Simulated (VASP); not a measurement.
# Mg2C3 (C2/m) in VASP: a series of runs

Runs on Mg2C3. Level: PBEsol. Tasks: relaxation of cell and atoms, single point.

Program: VASP 6.6.1. These are calculated values, not measurements. Logs are shortened: lines on timing, memory, paths and dates and some standing lists are left out, and cuts for length are marked.

### Step 1. The cell of the first run

The structure is monoclinic, space group C2/m (No. 12). The conventional cell has a = 4.831 Å, b = 4.700 Å, c = 4.987 Å, α = 90.00°, β = 104.25°, γ = 90.00°. Within 3.5 Å of Mg (site symmetry m) lie 11 C at 2.24 to 3.45 Å and 9 Mg at 3.04 to 3.37 Å. Within 1.8 Å of C (site symmetry m) lie 1 C at 1.34 Å. Within 1.8 Å of C (site symmetry 2/m) lie 2 C at 1.34 Å.

### Step 2. Relaxation of cell and atoms, PBEsol

Contents of INCAR:

```
PREC = Accurate ; ENCUT = 600
EDIFF = 1E-7 ; ISMEAR = 0
SIGMA = 0.02 ; LREAL = F
LASPH = T ; NELM = 80
ALGO = Normal ; ISIF = 3
LWAVE = F ; LCHARG = F
GGA = PS ; IBRION = 2
NSW = 100 ; EDIFFG = -0.005
```

Contents of KPOINTS:

```
regular mesh
0
Gamma
  8 8 6
```

Contents of POSCAR:

```
Mg2C3
1.0
    2.4155000000     -2.3500000000      0.0000000000
    2.4155000000      2.3500000000      0.0000000000
   -1.2270700000      0.0000000000      4.8332800000
Mg C
2 3
Direct
    0.8087000000      0.8087000000      0.2011000000
    0.1913000000      0.1913000000      0.7989000000
    0.2989000000      0.2989000000      0.2615000000
    0.7011000000      0.7011000000      0.7385000000
    0.5000000000      0.5000000000      0.5000000000
```

Potentials or basis: VASP PAW PBE potentials, release 64 (Mg, C).

Launch:

```console
> cat potpaw_PBE.64/Mg/POTCAR potpaw_PBE.64/C/POTCAR > POTCAR
> mpirun -np 1 vasp_std > vasp.out
```

OUTCAR:

```text
PREC = Accurate
   ENCUT = 600
   EDIFF = 1E-7
   ISMEAR = 0
   LREAL = F
   LASPH = T
   NELM = 80
   ISIF = 3
   GGA = PS
   IBRION = 2
   NSW = 100
   EDIFFG = -0.005

 ion  position               nearest neighbor table
   1  0.809  0.809  0.201-   4 2.24   3 2.31   5 2.35   3 2.37   3 2.37   3 2.55   5 2.81   5 2.81
                             4 2.85   2 3.04   2 3.05   2 3.05   2 3.10   2 3.16
   2  0.191  0.191  0.799-   3 2.24   4 2.31   5 2.35   4 2.37   4 2.37   4 2.55   5 2.81   5 2.81
                             3 2.85   1 3.04   1 3.05   1 3.05   1 3.10   1 3.16
   3  0.299  0.299  0.261-   5 1.34   2 2.24   1 2.31   1 2.37   1 2.37   1 2.55   2 2.85
   4  0.701  0.701  0.739-   5 1.34   1 2.24   2 2.31   2 2.37   2 2.37   2 2.55   1 2.85
   5  0.500  0.500  0.500-   3 1.34   4 1.34   1 2.35   2 2.35   2 2.81   2 2.81   1 2.81   1 2.81

  LATTYP: Found a base centered monoclinic cell.
 ALAT       =     4.8310000000
 B/A-ratio  =     0.9728834610
 C/A-ratio  =     1.0322110763
 COS(beta)  =    -0.2460728991

  Lattice vectors:

 A1 = (   2.4155000000,  -2.3500000000,   0.0000000000)
 A2 = (   2.4155000000,   2.3500000000,   0.0000000000)
 A3 = (  -1.2270700000,   0.0000000000,   4.8332800000)

Analysis of symmetry for initial positions (statically):
=====================================================================
 Subroutine PRICEL returns:
 Original cell was already a primitive cell.

 Routine SETGRP: Setting up the symmetry group for a
 base centered monoclinic supercell.

 Subroutine GETGRP returns: Found  4 space group operations
 (whereof  4 operations were pure point group operations)
 out of a pool of  4 trial point group operations.

The static configuration has the point symmetry C_2h.

Analysis of symmetry for dynamics (positions and initial velocities):
=====================================================================
 Subroutine PRICEL returns:
 Original cell was already a primitive cell.

 Routine SETGRP: Setting up the symmetry group for a
 base centered monoclinic supercell.

 Subroutine GETGRP returns: Found  4 space group operations
 (whereof  4 operations were pure point group operations)
 out of a pool of  4 trial point group operations.

The dynamic configuration has the point symmetry C_2h.

 Subroutine INISYM returns: Found  4 space group operations
 (whereof  4 operations are pure point group operations),
 and found     1 'primitive' translations

----------------------------------------------------------------------------------------

                                     Primitive cell

  volume of cell :      54.8715

  direct lattice vectors                    reciprocal lattice vectors
[... 126 lines left out ...]
 Gauss-broadening in eV      SIGMA  =   0.02
  energy-cutoff  :      600.00
  volume of cell :       54.87
 maximum number of plane-waves:      1848
   NGX = 13   NGY = 13   NGZ = 19

--------------------------------------- Ionic step        1  -------------------------------------------

 number of electron      15.9999999 magnetization

 Free energy of the ion-electron system (eV)
  ---------------------------------------------------
  ext. energy  EPLUGINS =         0.00000000
  ---------------------------------------------------
  free energy    TOTEN  =       -31.33710152 eV

  energy without entropy =      -31.33710152  energy(sigma->0) =      -31.33710152

------------------------ aborting loop because EDIFF is reached ----------------------------------------

  FORCE on cell =-STRESS in cart. coord.  units (eV):
  Direction    XX          YY          ZZ          XY          YZ          ZX
  --------------------------------------------------------------------------------------
  -------------------------------------------------------------------------------------
  Total       -0.9588482     -0.8483150     -1.1180428      0.0000000      0.0000000     -0.2630578
  in kB      -27.9971346    -24.7697069    -32.6454120      0.0000000      0.0000000     -7.6809491
  external PRESSURE =     -28.4707511 kB  Pullay stress =       0.0000000 kB
[... 98 lines left out ...]
  FREE ENERGIE OF THE ION-ELECTRON SYSTEM (eV)
  ---------------------------------------------------
  free  energy   TOTEN  =       -31.3439125585 eV

  energy  without entropy=      -31.3439125585  energy(sigma->0) =      -31.34391256

[... ionic steps 4 to 15 ...]

--------------------------------------- Ionic step       16  -------------------------------------------

 number of electron      15.9999999 magnetization

------------------------ aborting loop because EDIFF is reached ----------------------------------------
[... 73 lines left out ...]
--------------------------------------- Ionic step       18  -------------------------------------------

 number of electron      15.9999999 magnetization

 Free energy of the ion-electron system (eV)
  ---------------------------------------------------
  ext. energy  EPLUGINS =         0.00000000
  ---------------------------------------------------
  free energy    TOTEN  =       -31.34930933 eV

  energy without entropy =      -31.34930933  energy(sigma->0) =      -31.34930933

 E-fermi :   4.7812     XC(G=0): -10.6169

 val. band max:        4.6336156320   @ k =   0.0000   0.0000   0.5000
 cond. band min:       6.3322577242   @ k =   0.5000   0.5000   0.0000
 fundamental gap:      1.6986420922
 Fermi energy:         4.7812322346

 k-point     1 :       0.0000    0.0000    0.0000
  band No.  band energies     occupation
      1     -11.4073      2.00000
      2      -7.4212      2.00000
      3      -2.8325      2.00000
      4       0.5182      2.00000
      5       1.2849      2.00000
      6       1.7108      2.00000
      7       3.1321      2.00000
      8       3.9206      2.00000
      9       8.1333      0.00000
     10       8.1857      0.00000
     11       8.6992      0.00000
     12      12.2340      0.00000
[... 331 lines left out ...]
 k-point    24 :       0.2500    0.0000    0.1667
  band No.  band energies     occupation
      1     -11.0416      2.00000
      2      -7.5659      2.00000
      3      -1.7764      2.00000
      4      -1.1470      2.00000
      5       0.4324      2.00000
      6       1.2389      2.00000
      7       3.3271      2.00000
      8       4.2105      2.00000
      9       7.9705      0.00000
     10       8.8554      0.00000
     11       9.0367      0.00000
     12      12.1357      0.00000

 [... further k-points ...]
[... 5 lines left out ...]
  --------------------------------------------------------------------------------------
  -------------------------------------------------------------------------------------
  Total       -0.0164621     -0.0000432      0.0153946      0.0000000      0.0000000      0.0062219
  in kB       -0.4904369     -0.0012858      0.4586352      0.0000000      0.0000000      0.1853617
  external PRESSURE =      -0.0110292 kB  Pullay stress =       0.0000000 kB
[... 20 lines left out ...]
  FREE ENERGIE OF THE ION-ELECTRON SYSTEM (eV)
  ---------------------------------------------------
  free  energy   TOTEN  =       -31.3493093288 eV

  energy  without entropy=      -31.3493093288  energy(sigma->0) =      -31.34930933

 reached required accuracy - stopping structural energy minimisation
```

CONTCAR:

```text
Mg2C3
   1.00000000000000
     2.3974662086323946   -2.3250284155786876    0.0046091532624336
     2.3974662086323946    2.3250284155786876    0.0046091532624336
    -1.2087051654478709    0.0000000000000000    4.8216071894896650
  Mg              C
     2     3
Direct
     0.8091822069485440    0.8091822069485440    0.1997762804601019
     0.1908177930514557    0.1908177930514557    0.8002237195398982
     0.2997512586842141    0.2997512586842141    0.2627649278765556
     0.7002487413157861    0.7002487413157861    0.7372350721234446
     0.5000000000000000    0.5000000000000000    0.5000000000000000

  0.00000000E+00  0.00000000E+00  0.00000000E+00
  0.00000000E+00  0.00000000E+00  0.00000000E+00
  0.00000000E+00  0.00000000E+00  0.00000000E+00
  0.00000000E+00  0.00000000E+00  0.00000000E+00
  0.00000000E+00  0.00000000E+00  0.00000000E+00
```

It took 6.3 min on 1 thread of Intel Xeon Platinum 8375C at 2.90GHz (Ice Lake), shared host; peak memory 0.25 GiB.

Results:

```
Free energy                           : -31.3493 eV
Relaxed volume                        : 10.76 Å³/atom
Relaxed cell                          : a = 3.340 Å, b = 3.340 Å, c = 4.971 Å, α = 99.98°, β = 99.98°, γ = 88.24°
Space group after relaxing (to 0.1 Å) : C2/m (No. 12)
Energy gained by relaxing             : 2.4 meV/atom
Ionic steps                           : 18
Pressure after relaxing               : 0.0 GPa
Band gap on the k mesh                : 1.70 eV (least direct gap 2.41 eV)
```

Forces on the atoms (eV/Å):
```
Mg  -0.002  0.000  0.001
Mg   0.002  0.000 -0.001
C    0.003  0.000  0.001
C   -0.003  0.000 -0.001
C    0.000  0.000  0.000
```

The path:
```tsv
step	energy change (eV)	largest force (eV/Å)	pressure (GPa)	volume (Å³)
1	0.0000	0.4193	-2.85	54.87
2	0.0376	1.7097	4.48	53.34
3	-0.0068	0.1423	-0.90	54.43
4	-0.0119	0.0589	0.12	53.70
5	-0.0119	0.0542	0.09	53.71
6	-0.0121	0.0307	0.20	53.71
7	-0.0121	0.0309	0.20	53.71
8	-0.0121	0.0212	-0.04	53.76
9	-0.0122	0.0083	0.04	53.75
10	-0.0122	0.0078	0.02	53.76
11	-0.0122	0.0137	-0.03	53.79
12	-0.0122	0.0060	-0.05	53.80
13	-0.0122	0.0108	-0.07	53.80
14	-0.0122	0.0098	-0.06	53.80
15	-0.0122	0.0067	-0.03	53.79
16	-0.0122	0.0056	0.05	53.77
17	-0.0122	0.0054	-0.01	53.78
18	-0.0122	0.0028	0.00	53.78
```

Final structure:
```xyz
5
Lattice="2.3975 -2.3250 0.0046 2.3975 2.3250 0.0046 -1.2087 0.0000 4.8216" Properties=species:S:1:pos:R:3 pbc="T T T"
Mg    3.6385    0.0000    0.9707
Mg   -0.0523    0.0000    3.8601
C     1.1197    0.0000    1.2697
C     2.4665    0.0000    3.5611
C     1.7931    0.0000    2.4154
```

Caveat: the PAW data sets were made with another functional, which shifts forces and pressure a little. A k mesh can miss the band edges.

### Step 3. Single point, PBEsol

This run uses another cell than the first one, of 9.68 Å³/atom.

Contents of INCAR:

```
PREC = Accurate
ENCUT = 520
EDIFF = 1E-7
ISMEAR = 0
SIGMA = 0.02
LREAL = F
LASPH = T
NELM = 60
ALGO = Normal
ISIF = 2
LWAVE = F
LCHARG = F
GGA = PS
NBANDS = 16
```

Contents of KPOINTS:

```
Automatic mesh
0
Gamma
  8 8 6
```

Contents of POSCAR:

```
Mg2C3
1.0
    2.3209674907     -2.2345697209      0.0270060489
    2.3209674907      2.2345697209      0.0270060489
   -1.1246700009      0.0000000000      4.6550800835
Mg C
2 3
Direct
    0.8085210375      0.8085210375      0.2034758023
    0.1914789625      0.1914789625      0.7965241977
    0.2952003181      0.2952003181      0.2609681843
    0.7047996819      0.7047996819      0.7390318157
    0.5000000000      0.5000000000      0.5000000000
```

Potentials or basis: VASP PAW PBE potentials, release 64 (Mg, C).

Launch:

```console
> cat potpaw_PBE.64/Mg/POTCAR potpaw_PBE.64/C/POTCAR > POTCAR
> mpirun -np 1 vasp_std > vasp.out
```

Wall time 81 s (1 thread of Intel Xeon 8259CL, shared host); peak memory 0.21 GiB.

Results (log left out):

| Item | Value |
| --- | --- |
| Free energy | -31.1113 eV |
| Pressure | 15.1 GPa |
| Largest force | 0.061 eV/Å |
| Band gap on the k mesh | 1.77 eV (least direct gap 2.70 eV) |

Forces in eV/Å, atoms in the order of the input:
```
Mg  -0.001  0.000 -0.002
Mg   0.001  0.000  0.002
C   -0.033  0.000 -0.051
C    0.033  0.000  0.051
C    0.000  0.000  0.000
```

Stress tensor (GPa, compression positive):
```
15.03  0.00  0.35
 0.00 14.91  0.00
 0.35  0.00 15.41
```

Levels at points of the mesh, in eV from the valence-band top:
```tsv
k point	band 5	band 6	band 7	band 8	band 9	band 10	band 11	band 12
(0.00, 0.00, 0.00)	-3.34	-2.84	-1.60	-0.78	3.85	4.03	4.50	8.01
(0.50, 0.00, 0.00)	-4.93	-3.32	-3.12	-0.20	2.87	5.04	7.13	7.64
(0.50, 0.50, 0.00)	-5.59	-3.77	-2.43	-1.24	1.77	2.45	3.45	5.80
(0.00, 0.00, 0.50)	-3.78	-3.53	-0.99	-0.04	3.18	3.37	5.26	6.01
(0.50, 0.00, 0.50)	-4.14	-3.06	-1.21	-0.29	2.41	3.85	6.49	7.52
(0.50, 0.50, 0.50)	-5.27	-3.98	-3.17	-2.22	2.26	4.24	5.87	7.62
```

Caveat: the cell stands under pressure; the PAW data sets were made with another functional, which shifts forces and pressure a little. A k mesh can miss the band edges.

[end of part 1 of 2]
